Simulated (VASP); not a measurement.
# YHg (P4/mmm) in VASP: electric field gradients with LDA

Aim: the electric field gradients of YHg with LDA.

Everything below comes from runs of VASP 6.6.1. Logs are shortened: lines on timing, memory, paths and dates and some standing lists are left out, and cuts for length are marked.

## Step 1: The cell of the first run

It takes space group P4/mmm (No. 123, tetragonal). The conventional cell has a = 3.756 Å, b = 3.756 Å, c = 3.682 Å, α = 90.00°, β = 90.00°, γ = 90.00°. Within 4.3 Å of Y (site symmetry 4/mmm) lie 8 Hg at 3.23 Å and 6 Y at 3.68 to 3.76 Å. Hg (site symmetry 4/mmm) has 8 Y at 3.23 Å and 6 Hg at 3.68 to 3.76 Å within 4.3 Å.

## Step 2: Electric field gradients, LDA (equal xx and yy strain of +2 %)

INCAR reads:

```
SYSTEM = YHg
PREC     = Accurate       ! precision mode
ENCUT    = 520            ! plane-wave cutoff, eV
EDIFF    = 1E-8           ! SCF threshold, eV
ISMEAR   = -1             ! smearing method
SIGMA    = 0.08           ! smearing width, eV
LREAL    = .False.        ! projectors in reciprocal space
LASPH    = .True.         ! aspherical terms in the spheres
NELM     = 100            ! most SCF steps
ALGO     = Normal         ! electronic algorithm
ISIF     = 2              ! what is computed and relaxed
LWAVE    = .False.        ! write WAVECAR
LCHARG   = .False.        ! write CHGCAR
LEFG     = .True.       
NBANDS   = 18             ! bands
```

KPOINTS reads:

```
regular mesh
0
Gamma
  11 11 11
  0 0 0
```

POSCAR reads:

```
YHg
1.0
    3.7556400000      0.0000000000      0.0000000000
    0.0000000000      3.7556400000      0.0000000000
    0.0000000000      0.0000000000      3.6820000000
Y Hg
1 1
Direct
    0.5000000000      0.5000000000      0.5000000000
    0.0000000000      0.0000000000      0.0000000000
```

Potentials or basis: VASP PAW LDA potentials, release 64 (Y_sv, Hg).

The run is started by

```console
> cat potpaw_LDA.64/Y_sv/POTCAR potpaw_LDA.64/Hg/POTCAR > POTCAR
> mpirun -np 1 vasp_std > vasp.out
```

OUTCAR:

```text
SYSTEM = YHg
   PREC = Accurate
   ENCUT = 520
   EDIFF = 1E-8
   ISMEAR = -1
   LREAL = .False.
   LASPH = .True.
   NELM = 100
   ISIF = 2

 ion  position               nearest neighbor table
   1  0.500  0.500  0.500-   2 3.23   2 3.23   2 3.23   2 3.23   2 3.23   2 3.23   2 3.23   2 3.23

   2  0.000  0.000  0.000-   1 3.23   1 3.23   1 3.23   1 3.23   1 3.23   1 3.23   1 3.23   1 3.23

  LATTYP: Found a simple tetragonal cell.
 ALAT       =     3.7556400000
 C/A-ratio  =     0.9803921569

  Lattice vectors:

 A1 = (   3.7556400000,   0.0000000000,   0.0000000000)
 A2 = (   0.0000000000,   3.7556400000,   0.0000000000)
 A3 = (   0.0000000000,   0.0000000000,   3.6820000000)

Analysis of symmetry for initial positions (statically):
=====================================================================
 Subroutine PRICEL returns:
 Original cell was already a primitive cell.

 Routine SETGRP: Setting up the symmetry group for a
 simple tetragonal supercell.

 Subroutine GETGRP returns: Found 16 space group operations
 (whereof 16 operations were pure point group operations)
 out of a pool of 16 trial point group operations.

The static configuration has the point symmetry D_4h.

Analysis of symmetry for dynamics (positions and initial velocities):
=====================================================================
 Subroutine PRICEL returns:
 Original cell was already a primitive cell.

 Routine SETGRP: Setting up the symmetry group for a
 simple tetragonal supercell.

 Subroutine GETGRP returns: Found 16 space group operations
 (whereof 16 operations were pure point group operations)
 out of a pool of 16 trial point group operations.

The dynamic configuration has the point symmetry D_4h.

 Subroutine INISYM returns: Found 16 space group operations
 (whereof 16 operations are pure point group operations),
 and found     1 'primitive' translations

----------------------------------------------------------------------------------------

                                     Primitive cell

  volume of cell :      51.9340

  direct lattice vectors                    reciprocal lattice vectors
     3.755640000  0.000000000  0.000000000     0.266266202  0.000000000  0.000000000
     0.000000000  3.755640000  0.000000000     0.000000000  0.266266202  0.000000000
     0.000000000  0.000000000  3.682000000     0.000000000  0.000000000  0.271591526

  length of vectors
     3.755640000  3.755640000  3.682000000     0.266266202  0.266266202  0.271591526

  position of ions in fractional coordinates (direct lattice)
     0.500000000  0.500000000  0.500000000
     0.000000000  0.000000000  0.000000000

  ion indices of the primitive-cell ions
   primitive index   ion index
                 1           1
                 2           2

----------------------------------------------------------------------------------------

 KPOINTS: regular mesh

Automatic generation of k-mesh.
 Grid dimensions read from file:
 generate k-points for:   11   11   11

 Generating k-lattice:

  Cartesian coordinates                     Fractional coordinates (reciprocal lattice)
     0.024206018  0.000000000  0.000000000     0.090909091  0.000000000  0.000000000
     0.000000000  0.024206018  0.000000000     0.000000000  0.090909091  0.000000000
     0.000000000  0.000000000  0.024690139     0.000000000  0.000000000  0.090909091

  Length of vectors
     0.024206018  0.024206018  0.024690139

  Shift w.r.t. Gamma in fractional coordinates (k-lattice)
     0.000000000  0.000000000  0.000000000

 Subroutine IBZKPT returns following result:
 ===========================================

 Found    126 irreducible k-points:

 Following reciprocal coordinates:
            Coordinates               Weight
  0.000000  0.000000  0.000000      1.000000
  0.090909  0.000000  0.000000      4.000000
  0.181818  0.000000  0.000000      4.000000
  0.272727  0.000000  0.000000      4.000000
  0.363636  0.000000  0.000000      4.000000
  0.454545  0.000000  0.000000      4.000000
[... 16 lines left out ...]
  0.090909  0.000000  0.090909      8.000000
  0.181818  0.000000  0.090909      8.000000
 [... further k-points ...]
   k-points           NKPTS =    126   k-points in BZ     NKDIM =    126   number of bands    NBANDS=     18
   number of dos      NEDOS =    301   number of ions     NIONS =      2
   total plane-waves  NPLWV =  21952
   dimension x,y,z NGX =    28 NGY =   28 NGZ =   28
   dimension x,y,z NGXF=    56 NGYF=   56 NGZF=   56
   ions per type =               1   1
   NGX,Y,Z   is equivalent  to a cutoff of  12.39, 12.39, 12.64 a.u.
   NGXF,Y,Z  is equivalent  to a cutoff of  24.79, 24.79, 25.28 a.u.
 SYSTEM =  YHg
   PREC   = accura    normal or accurate (medium, high low for compatibility)
   ISTART =      0    job   : 0-new  1-cont  2-samecut
   ICHARG =      2    charge: 1-file 2-atom 10-const
   ISPIN  =      1    spin polarized calculation?
   LNONCOLLINEAR =      F non collinear calculations
   LSORBIT =      F    spin-orbit coupling
   LASPH  =      T    aspherical Exc in radial PAW
   ENCUT  =  520.0 eV  38.22 Ry    6.18 a.u.   6.98  6.98  6.85*2*pi/ulx,y,z
   NELM   =    100;   NELMIN=  2; NELMDL= -5     # of ELM steps
   EDIFF  = 0.1E-07   stopping-criterion for ELM
   LREAL  =      F    real-space projection
   EDIFFG = 0.1E-06   stopping-criterion for IOM
   NSW    =      0    number of steps for IOM
   IBRION =     -1    ionic relax: 0-MD 1-quasi-New 2-CG
   NFREE  =      0    steps in history (QN), initial steepest desc. (CG)
   ISIF   =      2    stress and relaxation
   ISYM   =      2    0-nonsym 1-usesym 2-fastsym
   POTIM  = 0.5000    time-step for ionic-motion
   TEBEG  =    0.0;   TEEND  =   0.0 temperature during run
   PSTRESS=    0.0 pullay stress
   NELECT =      23.0000    total number of electrons
   NUPDOWN=      -1.0000    fix difference up-down
   EMIN   =  10.00;   EMAX   =-10.00  energy-range for DOS
   EFERMI =   0.00;   METHOD = LEGACY
   ISMEAR =    -1;   SIGMA  =   0.08  broadening in eV -4-tet -1-fermi 0-gaus
   EFERMI_NEDOS =   21; number of points for ismear=-14 and -15
   IALGO  =     38    algorithm
   IMIX   =      4    mixing-type and parameters
     AMIX     =   0.40;   BMIX     =  1.00
     AMIX_MAG =   1.60;   BMIX_MAG =  1.00
  volume/ion in A,a.u.               =      25.97       175.23
  Fermi-wavevector in a.u.,A,eV,Ry     =   1.247863  2.358119 21.186473  1.557162
  Thomas-Fermi vector in A             =   2.381976
   LORBIT       =      0    0 simple, 1 ext, 2 COOP (PROOUT), +10 PAW based schemes
   GGA     = CA    functional components
   LHFCALC =     F    Hartree Fock is set to
   AEXX    =    0.0000 exact exchange contribution
   IVDW    =     0    specifies the selected vdW correction
   LEPSILON=     F    determine dielectric tensor
   LRPA    =     F    only Hartree local field effects (RPA)
 non-spin polarized calculation
  energy-cutoff  :      520.00
  volume of cell :       51.93
 maximum number of plane-waves:      1412
 NGX is ok and might be reduce to    28
   NGX = 13   NGY = 13   NGZ = 13

 number of electron      23.0000003 magnetization

 Free energy of the ion-electron system (eV)
  ---------------------------------------------------
  ext. energy  EPLUGINS =         0.00000000
  ---------------------------------------------------
  free energy    TOTEN  =        -9.14810812 eV

  energy without entropy =       -9.10331987  energy(sigma->0) =       -9.12571400

 E-fermi :   3.5720     XC(G=0): -10.6816

 val. band max:        3.5709724516   @ k =   0.2727   0.0000   0.3636
 cond. band min:       3.5769641097   @ k =   0.0909   0.0909   0.1818
 fundamental gap:      0.0059916580
 Fermi energy:         3.5720349958

 k-point     1 :       0.0000    0.0000    0.0000
  band No.  band energies     occupation
      1     -39.4528      2.00000
      2     -19.4616      2.00000
      3     -19.4616      2.00000
      4     -19.4404      2.00000
      5      -4.2276      2.00000
      6      -4.0606      2.00000
[... 10 lines left out ...]
     17       7.7570      0.00000
     18       8.1630      0.00000

 k-point     2 :       0.0909    0.0000    0.0000
  band No.  band energies     occupation
      1     -39.4518      2.00000
      2     -19.4793      2.00000
      3     -19.4605      2.00000
      4     -19.4393      2.00000
      5      -4.1274      2.00000
      6      -4.0451      2.00000
[... 10 lines left out ...]
     17       8.5166      0.00000
     18       8.8179      0.00000

 k-point     3 :       0.1818    0.0000    0.0000
  band No.  band energies     occupation
      1     -39.4490      2.00000
      2     -19.5262      2.00000
      3     -19.4574      2.00000
      4     -19.4362      2.00000
      5      -4.0245      2.00000
      6      -3.9730      2.00000
[... 10 lines left out ...]
     17       9.6032      0.00000
     18       9.8750      0.00000

 k-point     4 :       0.2727    0.0000    0.0000
  band No.  band energies     occupation
      1     -39.4454      2.00000
      2     -19.5869      2.00000
      3     -19.4534      2.00000
      4     -19.4323      2.00000
      5      -3.9840      2.00000
      6      -3.8658      2.00000
[... 375 lines left out ...]
      4     -19.4601      2.00000
      5      -4.1105      2.00000
      6      -4.0366      2.00000
[... 10 lines left out ...]
     17       8.5451      0.00000
     18       8.5451      0.00000

 k-point    23 :       0.0909    0.0000    0.0909
  band No.  band energies     occupation
      1     -39.4505      2.00000
      2     -19.4778      2.00000
      3     -19.4599      2.00000
      4     -19.4589      2.00000
      5      -4.0307      2.00000
      6      -4.0056      2.00000
[... 10 lines left out ...]
     17       8.2414      0.00000
     18       8.9764      0.00000

 k-point    24 :       0.1818    0.0000    0.0909
  band No.  band energies     occupation
      1     -39.4478      2.00000
      2     -19.5243      2.00000
      3     -19.4565      2.00000
      4     -19.4558      2.00000
      5      -3.9911      2.00000
      6      -3.9334      2.00000
[... 10 lines left out ...]
     17       9.1663      0.00000
     18       9.8727      0.00000

 [... further k-points ...]
[... 5 lines left out ...]
  --------------------------------------------------------------------------------------
  -------------------------------------------------------------------------------------
  Total       -1.9025663     -1.9025663     -1.6911675      0.0000000      0.0000000      0.0000000
  in kB      -58.6946742    -58.6946742    -52.1729651      0.0000000      0.0000000      0.0000000
  external PRESSURE =     -56.5207711 kB  Pullay stress =       0.0000000 kB

 VOLUME and BASIS-vectors are now :
 -----------------------------------------------------------------------------
  energy-cutoff  :      520.00
  volume of cell :       51.93
      direct lattice vectors                 reciprocal lattice vectors
     3.755640000  0.000000000  0.000000000     0.266266202  0.000000000  0.000000000
     0.000000000  3.755640000  0.000000000     0.000000000  0.266266202  0.000000000
     0.000000000  0.000000000  3.682000000     0.000000000  0.000000000  0.271591526

 POSITION                                       TOTAL-FORCE (eV/Angst)
 -----------------------------------------------------------------------------------
      1.87782      1.87782      1.84100         0.000000      0.000000      0.000000
      0.00000      0.00000      0.00000         0.000000      0.000000      0.000000
 -----------------------------------------------------------------------------------
    total drift:                               -0.000000      0.000000      0.000000

  FREE ENERGIE OF THE ION-ELECTRON SYSTEM (eV)
  ---------------------------------------------------
  free  energy   TOTEN  =        -9.1481081248 eV

  energy  without entropy=       -9.1033198749  energy(sigma->0) =       -9.12571400

 Electric field gradients (V/A^2)
---------------------------------------------------------------------
 ion       V_xx      V_yy      V_zz      V_xy      V_xz      V_yz
---------------------------------------------------------------------
   1      -0.604    -0.604     1.208    -0.000    -0.000    -0.000
   2      -4.918    -4.918     9.837     0.000    -0.000     0.000
---------------------------------------------------------------------

 Electric field gradients after diagonalization (V/A^2)
 (convention: |V_zz| > |V_xx| > |V_yy|)
----------------------------------------------------------------------
 ion       V_xx      V_yy      V_zz     asymmetry (V_yy - V_xx)/ V_zz
----------------------------------------------------------------------
   1      -0.604    -0.604     1.208       0.000
   2      -4.918    -4.918     9.837       0.000
----------------------------------------------------------------------

           NMR quadrupolar parameters

 Cq : quadrupolar parameter    Cq=e*Q*V_zz/h
 eta: asymmetry parameters     (V_yy - V_xx)/ V_zz
 Q  : nuclear electric quadrupole moment in mb (millibarn)
----------------------------------------------------------------------
 ion       Cq(MHz)       eta       Q (mb)
----------------------------------------------------------------------
   1       0.003       0.000       1.000
   2       0.024       0.000       1.000
----------------------------------------------------------------------
```

Run time: 34 s. Hardware: 1 thread of Intel Xeon 6975P-C (Granite Rapids), shared host; peak memory 0.26 GiB.

Results:

```yaml
Free_energy: -9.1481 eV
Pressure: -5.7 GPa
Band_gap_on_the_k_mesh: zero (an odd number of electrons rules out a gap without spin polarisation)
Largest_electric_field_gradient_by_atom: Y +1.2; Hg +9.8 V/Å²
```

Electric field gradients, principal values (V/Å²):
```tsv
atom	least	middle	greatest (by size)
1 Y	-0.604	-0.604	1.208
2 Hg	-4.918	-4.918	9.837
```

Caveat: the cell differs from its parent crystal (equal xx and yy strain of +2 %); the cell stands under tension; without QUAD_EFG the Cq values of the log hold for a quadrupole moment of 1 mb, not for the nuclei; spin-orbit coupling is left out, which moves the levels of the heavy elements.
